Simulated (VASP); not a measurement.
SiN:

```
CELL_PARAMETERS angstrom
0.00000 2.31912 2.31912
2.31912 0.00000 2.31912
2.31912 2.31912 0.00000
ATOMIC_POSITIONS crystal
Si 0.00000 0.00000 0.00000
N 0.50000 0.50000 0.50000
```

```yaml
Program: VASP 6.6.1
Task: relaxation of cell and atoms
Functional: PBE
Potentials_or_basis: VASP PAW PBE potentials, release 64 (Si, N)
Cutoff: 600 eV
k_mesh: 7 × 7 × 7
Occupations: gaussian, width 0.2 eV
Spin: no spin polarisation
```

At the start: pressure -28.6 GPa; volume 12.47 Å³/atom.

Q: Where does the relaxation end?

A: Over 3 steps the energy falls by 315.7 meV/atom and the volume is 9.65 Å³/atom (-22.6 %); space group Fm-3m (No. 225, to 0.05 Å).

Step by step:
| step | energy change (eV) | largest force (eV/Å) | pressure (GPa) | volume (Å³) |
| --- | --- | --- | --- | --- |
| 1 | 0.0000 | 0.0000 | -28.64 | 24.95 |
| 2 | -0.5409 | 0.0000 | 19.45 | 17.73 |
| 3 | -0.6315 | 0.0000 | 0.14 | 19.31 |

Final structure:
```
Si N
1.0
     0.00000    2.12935    2.12935
     2.12935    0.00000    2.12935
     2.12935    2.12935    0.00000
Si N
1 1
Direct
  0.00000 0.00000 0.00000
  0.50000 0.50000 0.50000
```

Caveat: the volume moved by over 15 % at a fixed basis, so the end points are rough.
